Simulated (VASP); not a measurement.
The system is MgZn5S6.

```xyz
12
Lattice="6.5699 0.0000 0.0000 -3.2850 5.6897 0.0000 0.0000 0.0000 6.2048" Properties=species:S:1:pos:R:3 pbc="T T T"
Mg    0.0000    0.0000    3.1024
Zn    1.0950    1.8966    0.0000
Zn   -2.1900    3.7931    0.0000
Zn    4.3799    0.0000    0.0000
Zn    3.2850    1.8966    3.1024
Zn    0.0000    3.7931    3.1024
S     1.0950    1.8966    2.3888
S    -2.1900    3.7931    2.3888
S     4.3799    0.0000    2.3888
S     3.2850    1.8966    5.4912
S     0.0000    3.7931    5.4912
S     0.0000    0.0000    5.4912
```

```yaml
Program: VASP 6.6.1
Task: relaxation of cell and atoms
Functional: PBE
Potentials_or_basis: VASP PAW PBE potentials, release 64 (Mg, Zn, S)
Cutoff: 600 eV
k_mesh: 3 × 3 × 4
Occupations: gaussian, width 0.1 eV
Spin: no spin polarisation
```

At the start: pressure 5.5 GPa; volume 19.33 Å³/atom.

Where does the relaxation end?

Over 9 steps the energy falls by 35.7 meV/atom and the volume is 20.69 Å³/atom (+7.0 %); space group P31m (No. 157, to 0.1 Å) before and after.

Step by step:
```
step  energy change (eV)  largest force (eV/Å)  pressure (GPa)  volume (Å³)
   1              0.0000                0.9807            5.48       231.94
   2             -0.3580                0.3200           -1.61       254.83
   3             -0.3794                0.3826           -0.45       250.03
   4             -0.4088                0.2079           -0.17       248.98
   5             -0.4235                0.0934            0.25       247.40
   6             -0.4237                0.0908            0.21       247.54
   7             -0.4276                0.0553           -0.08       248.54
   8             -0.4278                0.0507           -0.13       248.76
   9             -0.4288                0.0222            0.00       248.23
```

Final structure:
```
Mg Zn S
1.0
     6.72377    0.00000    0.00000
    -3.36188    5.82295    0.00000
     0.00000    0.00000    6.34017
Mg Zn S
1 5 6
Direct
  0.00000 0.00000 0.50270
  0.33632 0.33632 0.00503
  0.00000 0.66368 0.00503
  0.66368 0.00000 0.00503
  0.66667 0.33333 0.50499
  0.33333 0.66667 0.50499
  0.34436 0.34436 0.37765
  0.00000 0.65564 0.37765
  0.65564 0.00000 0.37765
  0.66667 0.33333 0.87851
  0.33333 0.66667 0.87851
  0.00000 0.00000 0.89222
```
